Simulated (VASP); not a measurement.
Runs of VASP 6.6.1 on Lu3AlAs4. The structure is that of space group Pm-3m (No. 221), or close to it. The cells are those of the table. 

```csv
level,cell,gap on the mesh (eV),pressure (GPa)
PBE,"a = 5.529 Å, 8 atoms",none,5.1
PBE,"a = 5.645 Å, 8 atoms",none,(a)
r2SCAN,"a = 5.506 Å, 8 atoms",none,5.9
PBE,"a = 5.701 Å, 8 atoms",none,(b)
PBE,"a = 5.621 Å, 8 atoms",none,1.2
PBE,"a = 5.755 Å, 8 atoms",none,-3.5
PBE,"a = 5.588 Å, 8 atoms",none,2.6
```

Alike in all rows: task single point; potentials or basis VASP PAW PBE potentials, release 64 (Al, As, Lu); no spin polarisation; k mesh 4 × 4 × 4; cutoff (eV) 520; smearing fermi-dirac 0.02 eV.

**Question.** Fill in the values left out.

**Answer.** (a) 0.2; (b) -1.7.

Caveats: spin-orbit coupling is left out, which moves the levels of the heavy elements; the PAW data sets were made with another functional, which shifts forces and pressure a little (some runs).

A k mesh can miss the band edges, and the runs leave out spin-orbit coupling on As, Lu.

A gap of «none» marks levels without a gap at the run's occupations.
